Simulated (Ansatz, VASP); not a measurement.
Two plane-wave programs on SiO2

```
CELL_PARAMETERS angstrom
6.58004 0.00000 0.00000
0.00000 6.58004 0.00000
0.00000 0.00000 8.21504
ATOMIC_POSITIONS crystal
Si 0.46312 0.75941 0.40271
Si 0.53688 0.75941 0.90271
Si 0.75941 0.53688 0.59729
Si 0.24059 0.46312 0.59729
Si 0.75941 0.46312 0.09729
Si 0.46312 0.24059 0.90271
Si 0.24059 0.53688 0.09729
Si 0.53688 0.24059 0.40271
O 0.66826 0.66826 0.75000
O 0.66887 0.30576 0.56572
O 0.66887 0.69424 0.06572
O 0.50000 0.00000 0.88001
O 0.69424 0.33113 0.93428
O 0.66826 0.33174 0.25000
O 0.30576 0.33113 0.43428
O 0.33113 0.69424 0.56572
O 0.30576 0.66887 0.93428
O 0.33174 0.66826 0.25000
O 0.33174 0.33174 0.75000
O 0.00000 0.50000 0.11999
O 0.50000 0.00000 0.38001
O 0.69424 0.66887 0.43428
O 0.33113 0.30576 0.06572
O 0.00000 0.50000 0.61999
```

Alike in both runs: functional PBE; k mesh 4 × 4 × 4; occupations gaussian, width 0.02 eV; no spin polarisation.

Ansatz relaxed the structure, and its values are those at the end. VASP's run is a single point on that final structure, the one shown.

```csv
,VASP,Ansatz
version,VASP 6.6.1,Ansatz 0.2.0
potentials or method,"VASP PAW PBE potentials, release 64 (Si, O), cutoff 520 eV","scalar-relativistic, plane waves, PAW"
valence electrons in the cell,128,128
```

VASP gave:

```
gap on the k mesh at the Fermi level (eV) : 5.25
least direct gap on the mesh (eV)         : 5.25
pressure (GPa)                            : 0.1
rms of the force components (eV/Å)        : 0.025
```

Question: Estimate Ansatz's values.

Answer: gap on the k mesh at the Fermi level (eV): 5.25; least direct gap on the mesh (eV): 5.25; pressure (GPa): 0.0; rms of the force components (eV/Å): 0.000.

The functional is the same, so the differences come from potentials, cutoffs and numerics.
